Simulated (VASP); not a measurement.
# Ru (P6_3/mmc) in VASP: single point with PBE

Aim: the single point of Ru with PBE.

All numbers are computed with VASP 6.6.1; they aren't measurements. Logs are shortened: lines on timing, memory, paths and dates and some standing lists are left out, and cuts for length are marked.

## 1. The cell of the first run

It takes space group P6_3/mmc (No. 194, hexagonal). Conventional cell: a = 2.720 Å, b = 2.720 Å, c = 4.297 Å, α = 90.00°, β = 90.00°, γ = 120.00°. Within 3.5 Å of Ru (site symmetry -6m2) lie 12 Ru at 2.66 to 2.72 Å.

## 2. Single point, PBE

File INCAR:

```
SYSTEM = Ru
PREC     = Accurate       ! precision mode
ENCUT    = 520            ! plane-wave cutoff, eV
EDIFF    = 1E-6           ! SCF threshold, eV
ISMEAR   = 0              ! smearing method
SIGMA    = 0.15           ! smearing width, eV
LREAL    = .FALSE.        ! projectors in reciprocal space
LASPH    = .TRUE.         ! aspherical terms in the spheres
NELM     = 60             ! most SCF steps
ALGO     = Normal         ! electronic algorithm
ISIF     = 2              ! what is computed and relaxed
LWAVE    = .FALSE.        ! write WAVECAR
LCHARG   = .TRUE.         ! write CHGCAR
GGA      = PE             ! functional
LELF     = .TRUE.         ! ELF
LVHAR    = .TRUE.       
NBANDS   = 21             ! bands
```

File KPOINTS:

```
regular mesh
0
G
  12 12 8
  0 0 0
```

File POSCAR:

```
Ru
1.0
    2.7198841341     -0.0000008865      0.0000002049
   -1.3599428348      2.3554917499      0.0000000811
    0.0000003237      0.0000003348      4.2965983748
Ru
2
Direct
    0.3333346484      0.6666676783      0.2500001465
    0.6666653516      0.3333323217      0.7499998535
```

Potentials or basis: VASP PAW PBE potentials, release 64 (Ru_pv).

Launch:

```sh
> cat potpaw_PBE.64/Ru_pv/POTCAR > POTCAR
> mpirun -np 1 vasp_std > vasp.out
```

OUTCAR:

```text
SYSTEM = Ru
   PREC = Accurate
   ENCUT = 520
   EDIFF = 1E-6
   ISMEAR = 0
   LREAL = .FALSE.
   LASPH = .TRUE.
   NELM = 60
   ISIF = 2
   GGA = PE

 ion  position               nearest neighbor table
   1  0.333  0.667  0.250-   2 2.66   2 2.66   2 2.66   2 2.66   2 2.66   2 2.66
   2  0.667  0.333  0.750-   1 2.66   1 2.66   1 2.66   1 2.66   1 2.66   1 2.66

  LATTYP: Found a hexagonal cell.
 ALAT       =     2.7198841341
 C/A-ratio  =     1.5796990471

  Lattice vectors:

 A1 = (   2.7198841341,  -0.0000008865,   0.0000002049)
 A2 = (  -1.3599428348,   2.3554917499,   0.0000000811)
 A3 = (   0.0000003237,   0.0000003348,   4.2965983748)

Analysis of symmetry for initial positions (statically):
=====================================================================
 Subroutine PRICEL returns:
 Original cell was already a primitive cell.

 Routine SETGRP: Setting up the symmetry group for a
 hexagonal supercell.

 Subroutine GETGRP returns: Found 24 space group operations
 (whereof 12 operations were pure point group operations)
 out of a pool of 24 trial point group operations.

The static configuration has the point symmetry D_3d.
 The point group associated with its full space group is D_6h.

Analysis of symmetry for dynamics (positions and initial velocities):
=====================================================================
 Subroutine PRICEL returns:
 Original cell was already a primitive cell.

 Routine SETGRP: Setting up the symmetry group for a
 hexagonal supercell.

 Subroutine GETGRP returns: Found 24 space group operations
 (whereof 12 operations were pure point group operations)
 out of a pool of 24 trial point group operations.

The dynamic configuration has the point symmetry D_3d.
 The point group associated with its full space group is D_6h.

 Subroutine INISYM returns: Found 24 space group operations
 (whereof 12 operations are pure point group operations),
 and found     1 'primitive' translations

----------------------------------------------------------------------------------------

                                     Primitive cell

  volume of cell :      27.5269

  direct lattice vectors                    reciprocal lattice vectors
     2.719884134 -0.000000887  0.000000205     0.367662790  0.212270061 -0.000000044
    -1.359942835  2.355491750  0.000000081     0.000000138  0.424539881 -0.000000033
     0.000000324  0.000000335  4.296598375    -0.000000018 -0.000000018  0.232742256

  length of vectors
     2.719884134  2.719887111  4.296598375     0.424540346  0.424539881  0.232742256

  position of ions in fractional coordinates (direct lattice)
     0.333334648  0.666667678  0.250000146
     0.666665352  0.333332322  0.749999854

  ion indices of the primitive-cell ions
   primitive index   ion index
                 1           1
                 2           2

----------------------------------------------------------------------------------------

 KPOINTS: regular mesh

Automatic generation of k-mesh.
 Grid dimensions read from file:
 generate k-points for:   12   12    8

 Generating k-lattice:

  Cartesian coordinates                     Fractional coordinates (reciprocal lattice)
     0.030638566  0.017689172 -0.000000004     0.083333333 -0.000000000 -0.000000000
     0.000000012  0.035378323 -0.000000003    -0.000000000  0.083333333  0.000000000
    -0.000000002 -0.000000002  0.029092782     0.000000000  0.000000000  0.125000000

  Length of vectors
     0.035378362  0.035378323  0.029092782

  Shift w.r.t. Gamma in fractional coordinates (k-lattice)
     0.000000000  0.000000000  0.000000000

 Subroutine IBZKPT returns following result:
 ===========================================

 Found     95 irreducible k-points:

 Following reciprocal coordinates:
            Coordinates               Weight
  0.000000  0.000000  0.000000      1.000000
  0.083333  0.000000  0.000000      6.000000
  0.166667 -0.000000  0.000000      6.000000
  0.250000  0.000000  0.000000      6.000000
  0.333333  0.000000  0.000000      6.000000
  0.416667  0.000000  0.000000      6.000000
[... 16 lines left out ...]
  0.250000  0.000000  0.125000     12.000000
  0.333333 -0.000000  0.125000     12.000000
 [... further k-points ...]
   k-points           NKPTS =     95   k-points in BZ     NKDIM =     95   number of bands    NBANDS=     21
   number of dos      NEDOS =    301   number of ions     NIONS =      2
   total plane-waves  NPLWV =  12800
   dimension x,y,z NGX =    20 NGY =   20 NGZ =   32
   dimension x,y,z NGXF=    40 NGYF=   40 NGZF=   64
   ions per type =               2
   NGX,Y,Z   is equivalent  to a cutoff of  12.22, 12.22, 12.38 a.u.
   NGXF,Y,Z  is equivalent  to a cutoff of  24.45, 24.45, 24.76 a.u.
 SYSTEM =  Ru
   PREC   = accura    normal or accurate (medium, high low for compatibility)
   ISTART =      0    job   : 0-new  1-cont  2-samecut
   ICHARG =      2    charge: 1-file 2-atom 10-const
   ISPIN  =      1    spin polarized calculation?
   LNONCOLLINEAR =      F non collinear calculations
   LSORBIT =      F    spin-orbit coupling
   LASPH  =      T    aspherical Exc in radial PAW
   ENCUT  =  520.0 eV  38.22 Ry    6.18 a.u.   5.06  5.06  7.99*2*pi/ulx,y,z
   NELM   =     60;   NELMIN=  2; NELMDL= -5     # of ELM steps
   EDIFF  = 0.1E-05   stopping-criterion for ELM
   LREAL  =      F    real-space projection
[... 7 lines left out ...]
   TEBEG  =    0.0;   TEEND  =   0.0 temperature during run
   PSTRESS=    0.0 pullay stress
   NELECT =      28.0000    total number of electrons
   NUPDOWN=      -1.0000    fix difference up-down
   EMIN   =  10.00;   EMAX   =-10.00  energy-range for DOS
   EFERMI =   0.00;   METHOD = LEGACY
   ISMEAR =     0;   SIGMA  =   0.15  broadening in eV -4-tet -1-fermi 0-gaus
   EFERMI_NEDOS =   21; number of points for ismear=-14 and -15
   IALGO  =     38    algorithm
   IMIX   =      4    mixing-type and parameters
     AMIX     =   0.40;   BMIX     =  1.00
     AMIX_MAG =   1.60;   BMIX_MAG =  1.00
  volume/ion in A,a.u.               =      13.76        92.88
  Fermi-wavevector in a.u.,A,eV,Ry     =   1.646425  3.111292 36.881520  2.710715
  Thomas-Fermi vector in A             =   2.736055
   LORBIT       =      0    0 simple, 1 ext, 2 COOP (PROOUT), +10 PAW based schemes
   GGA     = PE    functional components
   LHFCALC =     F    Hartree Fock is set to
   AEXX    =    0.0000 exact exchange contribution
   IVDW    =     0    specifies the selected vdW correction
   LEPSILON=     F    determine dielectric tensor
   LRPA    =     F    only Hartree local field effects (RPA)
 non-spin polarized calculation
 Gauss-broadening in eV      SIGMA  =   0.15
  energy-cutoff  :      520.00
  volume of cell :       27.53
 maximum number of plane-waves:       759
   NGX = 11   NGY = 11   NGZ = 15

 number of electron      28.0000011 magnetization

 Free energy of the ion-electron system (eV)
  ---------------------------------------------------
  ext. energy  EPLUGINS =         0.00000000
  ---------------------------------------------------
  free energy    TOTEN  =       -18.48769031 eV

  energy without entropy =      -18.47054305  energy(sigma->0) =      -18.47911668

 E-fermi :  12.6193     XC(G=0): -14.0353

 val. band max:       12.6134374361   @ k =   0.2500   0.2500   0.2500
 cond. band min:      12.6197653485   @ k =   0.2500   0.0000   0.3750
 fundamental gap:      0.0063279124
 Fermi energy:        12.6192516204

 k-point     1 :       0.0000    0.0000    0.0000
  band No.  band energies     occupation
      1     -31.0053      2.00000
      2     -30.1184      2.00000
      3     -30.1184      2.00000
      4     -29.9539      2.00000
      5     -29.9539      2.00000
      6     -29.9084      2.00000
[... 13 lines left out ...]
     20      23.0265      0.00000
     21      23.0396      0.00000

 k-point     2 :       0.0833    0.0000    0.0000
  band No.  band energies     occupation
      1     -30.9828      2.00000
      2     -30.1658      2.00000
      3     -30.1345      2.00000
      4     -30.0035      2.00000
      5     -29.9604      2.00000
      6     -29.9190      2.00000
[... 13 lines left out ...]
     20      23.0264      0.00000
     21      23.0378      0.00000

 k-point     3 :       0.1667   -0.0000    0.0000
  band No.  band energies     occupation
      1     -30.9181      2.00000
      2     -30.2955      2.00000
      3     -30.1770      2.00000
      4     -30.1361      2.00000
      5     -29.9794      2.00000
      6     -29.9509      2.00000
[... 13 lines left out ...]
     20      23.0264      0.00000
     21      23.0343      0.00000

 k-point     4 :       0.2500    0.0000    0.0000
  band No.  band energies     occupation
      1     -30.8203      2.00000
      2     -30.4728      2.00000
      3     -30.3112      2.00000
      4     -30.2328      2.00000
      5     -30.0072      2.00000
      6     -30.0039      2.00000
[... 13 lines left out ...]
     20      23.0263      0.00000
     21      23.0312      0.00000

 k-point     5 :       0.3333    0.0000    0.0000
  band No.  band energies     occupation
      1     -30.7046      2.00000
      2     -30.6499      2.00000
      3     -30.4801      2.00000
      4     -30.2865      2.00000
      5     -30.0745      2.00000
      6     -30.0365      2.00000
[... 13 lines left out ...]
     20      23.0253      0.00000
     21      23.0270      0.00000
[... 382 lines left out ...]
     20      23.0264      0.00000
     21      23.5197      0.00000

 k-point    22 :       0.1667   -0.0000    0.1250
  band No.  band energies     occupation
      1     -30.8887      2.00000
      2     -30.2841      2.00000
      3     -30.1696      2.00000
      4     -30.1638      2.00000
      5     -29.9870      2.00000
      6     -29.9667      2.00000
[... 13 lines left out ...]
     20      23.0264      0.00000
     21      23.5054      0.00000

 k-point    23 :       0.2500    0.0000    0.1250
  band No.  band energies     occupation
      1     -30.8103      2.00000
      2     -30.4497      2.00000
      3     -30.3382      2.00000
      4     -30.2243      2.00000
      5     -30.0159      2.00000
      6     -30.0109      2.00000
[... 13 lines left out ...]
     20      23.0263      0.00000
     21      23.5919      0.00000

 k-point    24 :       0.3333   -0.0000    0.1250
  band No.  band energies     occupation
      1     -30.7632      2.00000
      2     -30.5751      2.00000
      3     -30.4979      2.00000
      4     -30.2771      2.00000
      5     -30.0721      2.00000
      6     -30.0462      2.00000
[... 13 lines left out ...]
     20      23.0262      0.00000
     21      23.9009      0.00000

 [... further k-points ...]

------------------------ aborting loop because EDIFF is reached ----------------------------------------

  FORCE on cell =-STRESS in cart. coord.  units (eV):
  Direction    XX          YY          ZZ          XY          YZ          ZX
  --------------------------------------------------------------------------------------
  -------------------------------------------------------------------------------------
  Total       -0.0194245     -0.0194245     -0.0125725      0.0000000     -0.0000000     -0.0000000
  in kB       -1.1305850     -1.1305874     -0.7317727      0.0000007     -0.0000001     -0.0000001
  external PRESSURE =      -0.9976484 kB  Pullay stress =       0.0000000 kB

 VOLUME and BASIS-vectors are now :
 -----------------------------------------------------------------------------
  energy-cutoff  :      520.00
  volume of cell :       27.53
      direct lattice vectors                 reciprocal lattice vectors
     2.719884134 -0.000000887  0.000000205     0.367662790  0.212270061 -0.000000044
    -1.359942835  2.355491750  0.000000081     0.000000138  0.424539881 -0.000000033
     0.000000324  0.000000335  4.296598375    -0.000000018 -0.000000018  0.232742256

 POSITION                                       TOTAL-FORCE (eV/Angst)
 -----------------------------------------------------------------------------------
      0.00000      1.57033      1.07415        -0.000000      0.000000      0.000000
      1.35994      0.78516      3.22245         0.000000     -0.000000     -0.000000
 -----------------------------------------------------------------------------------
    total drift:                               -0.000734     -0.000794     -0.000065

  FREE ENERGIE OF THE ION-ELECTRON SYSTEM (eV)
  ---------------------------------------------------
  free  energy   TOTEN  =       -18.4876903127 eV

  energy  without entropy=      -18.4705430518  energy(sigma->0) =      -18.47911668
```

Run time: 22 s. Hardware: 1 thread of Intel Xeon Platinum 8559C (Emerald Rapids), shared host; peak memory 0.16 GiB.

Results:

- Free energy: -18.4877 eV
- Pressure: -0.1 GPa
- Band gap on the k mesh: zero (bands 14 and 15 overlap by 3.10 eV)
